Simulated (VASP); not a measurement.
B:

```
B
1.0
     1.94084    0.00000    0.00000
     0.00000    1.94084    0.00000
     0.00000    0.00000    1.94084
B
1
Direct
  0.00000 0.00000 0.00000
```

This isn't the form of B at room conditions, which is rhombohedral.

```yaml
Program: VASP 6.6.1
Task: relaxation of cell and atoms
Functional: r2SCAN
Potentials_or_basis: VASP PAW PBE potentials, release 64 (B)
Cutoff: 550 eV
k_mesh: 8 × 8 × 8
Occupations: gaussian, width 0.1 eV
Spin: no spin polarisation
```

At the start: pressure -16.4 GPa; volume 7.31 Å³/atom.

Question: How do energy, volume and symmetry change on relaxing?

Answer: Over 3 steps the energy falls by 31.2 meV/atom and the volume is 6.74 Å³/atom (-7.8 %); space group Pm-3m (No. 221, to 0.1 Å) before and after.

Step by step:
```csv
step,energy change (eV),largest force (eV/Å),pressure (GPa),volume (Å³)
1,0.0000,0.0000,-16.43,7.31
2,-0.0269,0.0000,7.26,6.55
3,-0.0312,0.0000,0.03,6.74
```

Final structure:
```cif
data_structure
_symmetry_space_group_name_H-M 'P 1'
_symmetry_Int_Tables_number 1
_cell_length_a 1.8889
_cell_length_b 1.8889
_cell_length_c 1.8889
_cell_angle_alpha 90.000
_cell_angle_beta 90.000
_cell_angle_gamma 90.000
_cell_volume 6.74
loop_
_atom_site_label
_atom_site_type_symbol
_atom_site_fract_x
_atom_site_fract_y
_atom_site_fract_z
_atom_site_occupancy
B1 B 0.00000 0.00000 0.00000 1
```

Caveat: the k points lie up to 0.42 Å⁻¹ apart in the final cell, too coarse for converged energies and pressures of a metal; the PAW data sets were made with another functional, which shifts forces and pressure a little.
